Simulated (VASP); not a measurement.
# Pd (Fm-3m) in VASP: notebook, part 2 of 2

VASP 6.6.1. The steps go on from the part before.

**5. Single point, PBE**

INCAR reads:

```
ALGO     = Normal         # electronic algorithm
EDIFF    = 1E-6           # SCF threshold, eV
ENCUT    = 520            # plane-wave cutoff, eV
GGA      = PE             # functional
ISIF     = 2              # what is computed and relaxed
ISMEAR   = 0              # smearing method
LASPH    = True           # aspherical terms in the spheres
LCHARG   = False          # write CHGCAR
LREAL    = False          # projectors in reciprocal space
LWAVE    = False          # write WAVECAR
NBANDS   = 11             # bands
NELM     = 80             # most SCF steps
PREC     = Accurate       # precision mode
SIGMA    = 0.023          # smearing width, eV
```

KPOINTS reads:

```
k-points
0
Gamma
  12 12 12
```

POSCAR reads:

```
Pd
1.0
    0.0000000000      1.9465000000      1.9465000000
    1.9465000000      0.0000000000      1.9465000000
    1.9465000000      1.9465000000      0.0000000000
Pd
1
Direct
    0.0000000000      0.0000000000      0.0000000000
```

Potentials or basis: VASP PAW PBE potentials, release 64 (Pd).

On the command line:

```console
$ cat potpaw_PBE.64/Pd/POTCAR > POTCAR
$ mpirun -np 1 vasp_std > vasp.out
```

OUTCAR:

```text
EDIFF = 1E-6
   ENCUT = 520
   GGA = PE
   ISIF = 2
   ISMEAR = 0
   LASPH = True
   LREAL = False
   NELM = 80
   PREC = Accurate

 ion  position               nearest neighbor table
   1  0.000  0.000  0.000-

  LATTYP: Found a face centered cubic cell.
 ALAT       =     3.8930000000

  Lattice vectors:

 A1 = (   0.0000000000,   1.9465000000,   1.9465000000)
 A2 = (   1.9465000000,   0.0000000000,   1.9465000000)
 A3 = (   1.9465000000,   1.9465000000,   0.0000000000)

Analysis of symmetry for initial positions (statically):
[... 33 lines left out ...]
                                     Primitive cell

  volume of cell :      14.7500

  direct lattice vectors                    reciprocal lattice vectors
     0.000000000  1.946500000  1.946500000    -0.256871307  0.256871307  0.256871307
     1.946500000  0.000000000  1.946500000     0.256871307 -0.256871307  0.256871307
     1.946500000  1.946500000  0.000000000     0.256871307  0.256871307 -0.256871307

  length of vectors
     2.752766699  2.752766699  2.752766699     0.444914156  0.444914156  0.444914156

  position of ions in fractional coordinates (direct lattice)
     0.000000000  0.000000000  0.000000000

  ion indices of the primitive-cell ions
   primitive index   ion index
                 1           1

----------------------------------------------------------------------------------------

 KPOINTS: k-points

Automatic generation of k-mesh.
 Grid dimensions read from file:
 generate k-points for:   12   12   12

 Generating k-lattice:

  Cartesian coordinates                     Fractional coordinates (reciprocal lattice)
    -0.021405942  0.021405942  0.021405942     0.083333333  0.000000000  0.000000000
     0.021405942 -0.021405942  0.021405942     0.000000000  0.083333333  0.000000000
     0.021405942  0.021405942 -0.021405942     0.000000000  0.000000000  0.083333333

  Length of vectors
     0.037076180  0.037076180  0.037076180

  Shift w.r.t. Gamma in fractional coordinates (k-lattice)
     0.000000000  0.000000000  0.000000000

 Subroutine IBZKPT returns following result:
 ===========================================

 Found     72 irreducible k-points:

 Following reciprocal coordinates:
            Coordinates               Weight
  0.000000  0.000000  0.000000      1.000000
  0.083333  0.000000  0.000000      8.000000
  0.166667  0.000000  0.000000      8.000000
  0.250000  0.000000  0.000000      8.000000
  0.333333  0.000000  0.000000      8.000000
  0.416667  0.000000  0.000000      8.000000
[... 16 lines left out ...]
  0.500000  0.166667  0.000000     24.000000
 -0.416667  0.166667  0.000000     24.000000
 [... further k-points ...]
   k-points           NKPTS =     72   k-points in BZ     NKDIM =     72   number of bands    NBANDS=     11
   number of dos      NEDOS =    301   number of ions     NIONS =      1
   total plane-waves  NPLWV =   8000
   dimension x,y,z NGX =    20 NGY =   20 NGZ =   20
   dimension x,y,z NGXF=    40 NGYF=   40 NGZF=   40
   ions per type =               1
   NGX,Y,Z   is equivalent  to a cutoff of  12.08, 12.08, 12.08 a.u.
   NGXF,Y,Z  is equivalent  to a cutoff of  24.16, 24.16, 24.16 a.u.
 SYSTEM =  unknown system
   PREC   = accura    normal or accurate (medium, high low for compatibility)
   ISTART =      0    job   : 0-new  1-cont  2-samecut
   ICHARG =      2    charge: 1-file 2-atom 10-const
   ISPIN  =      1    spin polarized calculation?
   LNONCOLLINEAR =      F non collinear calculations
   LSORBIT =      F    spin-orbit coupling
   LASPH  =      T    aspherical Exc in radial PAW
   ENCUT  =  520.0 eV  38.22 Ry    6.18 a.u.   5.12  5.12  5.12*2*pi/ulx,y,z
   NELM   =     80;   NELMIN=  2; NELMDL= -5     # of ELM steps
   EDIFF  = 0.1E-05   stopping-criterion for ELM
   LREAL  =      F    real-space projection
   EDIFFG = 0.1E-04   stopping-criterion for IOM
   NSW    =      0    number of steps for IOM
   IBRION =     -1    ionic relax: 0-MD 1-quasi-New 2-CG
   NFREE  =      0    steps in history (QN), initial steepest desc. (CG)
   ISIF   =      2    stress and relaxation
   ISYM   =      2    0-nonsym 1-usesym 2-fastsym
   POTIM  = 0.5000    time-step for ionic-motion
   TEBEG  =    0.0;   TEEND  =   0.0 temperature during run
   PSTRESS=    0.0 pullay stress
   NELECT =      10.0000    total number of electrons
   NUPDOWN=      -1.0000    fix difference up-down
   EMIN   =  10.00;   EMAX   =-10.00  energy-range for DOS
   EFERMI =   0.00;   METHOD = LEGACY
   ISMEAR =     0;   SIGMA  =   0.02  broadening in eV -4-tet -1-fermi 0-gaus
   EFERMI_NEDOS =   21; number of points for ismear=-14 and -15
   IALGO  =     38    algorithm
   IMIX   =      4    mixing-type and parameters
     AMIX     =   0.40;   BMIX     =  1.00
     AMIX_MAG =   1.60;   BMIX_MAG =  1.00
  volume/ion in A,a.u.               =      14.75        99.54
  Fermi-wavevector in a.u.,A,eV,Ry     =   1.438171  2.717748 28.141404  2.068335
  Thomas-Fermi vector in A             =   2.557167
   LORBIT       =      0    0 simple, 1 ext, 2 COOP (PROOUT), +10 PAW based schemes
   GGA     = PE    functional components
   LHFCALC =     F    Hartree Fock is set to
   AEXX    =    0.0000 exact exchange contribution
   IVDW    =     0    specifies the selected vdW correction
   LEPSILON=     F    determine dielectric tensor
   LRPA    =     F    only Hartree local field effects (RPA)
 non-spin polarized calculation
 Gauss-broadening in eV      SIGMA  =   0.02
  energy-cutoff  :      520.00
  volume of cell :       14.75
 maximum number of plane-waves:       415
   NGX = 11   NGY = 11   NGZ = 11

 number of electron      10.0000000 magnetization

 number of electron       9.9999999 magnetization

 Free energy of the ion-electron system (eV)
  ---------------------------------------------------
  ext. energy  EPLUGINS =         0.00000000
  ---------------------------------------------------
  free energy    TOTEN  =        -5.20812110 eV

  energy without entropy =       -5.20646369  energy(sigma->0) =       -5.20729239

 E-fermi :   9.7470     XC(G=0): -13.1863

 val. band max:        9.7464709853   @ k =  -0.4167   0.3333   0.0833
 cond. band min:       9.7478982171   @ k =   0.5000   0.0000   0.0000
 fundamental gap:      0.0014272318
 Fermi energy:         9.7469630284

 k-point     1 :       0.0000    0.0000    0.0000
  band No.  band energies     occupation
      1       2.6435      2.00000
      2       6.9352      2.00000
      3       6.9352      2.00000
      4       6.9352      2.00000
      5       8.5475      2.00000
      6       8.5475      2.00000
      7      26.9749      0.00000
      8      31.7554      0.00000
      9      31.7554      0.00000
     10      31.7554      0.00000
     11      35.9826      0.00000

 k-point     2 :       0.0833    0.0000    0.0000
  band No.  band energies     occupation
      1       2.8938      2.00000
      2       6.8495      2.00000
      3       7.0201      2.00000
      4       7.0201      2.00000
      5       8.5086      2.00000
      6       8.5086      2.00000
      7      27.2263      0.00000
      8      30.2605      0.00000
      9      32.0418      0.00000
     10      32.0418      0.00000
     11      36.0551      0.00000

 k-point     3 :       0.1667    0.0000    0.0000
  band No.  band energies     occupation
      1       3.5709      2.00000
      2       6.7019      2.00000
      3       7.1918      2.00000
      4       7.1918      2.00000
      5       8.4828      2.00000
      6       8.4828      2.00000
      7      27.0412      0.00000
      8      28.2879      0.00000
      9      32.7861      0.00000
     10      32.7861      0.00000
     11      35.9809      0.00000
[... 267 lines left out ...]
 k-point    23 :       0.5000    0.1667    0.0000
  band No.  band energies     occupation
      1       5.0398      2.00000
      2       6.4550      2.00000
      3       7.4952      2.00000
      4       7.6439      2.00000
      5       9.7908      0.00704
      6      12.8490      0.00000
      7      17.8793      0.00000
      8      26.1922      0.00000
      9      28.6247      0.00000
     10      29.1502      0.00000
     11      36.0676      0.00000

 k-point    24 :      -0.4167    0.1667    0.0000
  band No.  band energies     occupation
      1       5.0918      2.00000
      2       6.4620      2.00000
      3       7.4262      2.00000
      4       7.8479      2.00000
      5       9.5219      2.00000
      6      13.4000      0.00000
      7      17.3723      0.00000
      8      25.6203      0.00000
      9      28.6580      0.00000
     10      29.6807      0.00000
     11      36.0627      0.00000

 [... further k-points ...]
[... 5 lines left out ...]
  --------------------------------------------------------------------------------------
  -------------------------------------------------------------------------------------
  Total        0.6063069      0.6063069      0.6063069      0.0000000      0.0000000      0.0000000
  in kB       65.8582043     65.8582043     65.8582043      0.0000000      0.0000000      0.0000000
  external PRESSURE =      65.8582043 kB  Pullay stress =       0.0000000 kB

 VOLUME and BASIS-vectors are now :
 -----------------------------------------------------------------------------
  energy-cutoff  :      520.00
  volume of cell :       14.75
      direct lattice vectors                 reciprocal lattice vectors
     0.000000000  1.946500000  1.946500000    -0.256871307  0.256871307  0.256871307
     1.946500000  0.000000000  1.946500000     0.256871307 -0.256871307  0.256871307
     1.946500000  1.946500000  0.000000000     0.256871307  0.256871307 -0.256871307

 POSITION                                       TOTAL-FORCE (eV/Angst)
 -----------------------------------------------------------------------------------
      0.00000      0.00000      0.00000         0.000000      0.000000      0.000000
 -----------------------------------------------------------------------------------
    total drift:                               -0.000000     -0.000000     -0.000000

  FREE ENERGIE OF THE ION-ELECTRON SYSTEM (eV)
  ---------------------------------------------------
  free  energy   TOTEN  =        -5.2081211043 eV

  energy  without entropy=       -5.2064636854  energy(sigma->0) =       -5.20729239
```

It took 16 s on 1 thread of AMD EPYC 7R13, shared host; peak memory 0.1 GiB.

What came out:

| Property | Result |
| --- | --- |
| Free energy | -5.2081 eV |
| Pressure | 6.6 GPa |
| Band gap on the k mesh | zero (band 5 reaches 10.06 eV, above the bottom of band 6 at 8.48 eV) |

**6. Overview**

| smearing | gap on the mesh (eV) | pressure (GPa) |
| --- | --- | --- |
| gaussian 0.019 eV | none | 6.6 |
| gaussian 0.02 eV | none | 6.5 |
| gaussian 0.022 eV | none | 6.6 |
| gaussian 0.023 eV | none | 6.6 |

Alike in all rows: task single point; level PBE; potentials or basis VASP PAW PBE potentials, release 64 (Pd); no spin polarisation; cell as given; k mesh 12 × 12 × 12; cutoff (eV) 520.

Every run on the cell as given and a fine mesh finds a metal.

Absolute energies hang on the potentials; compare differences alone.
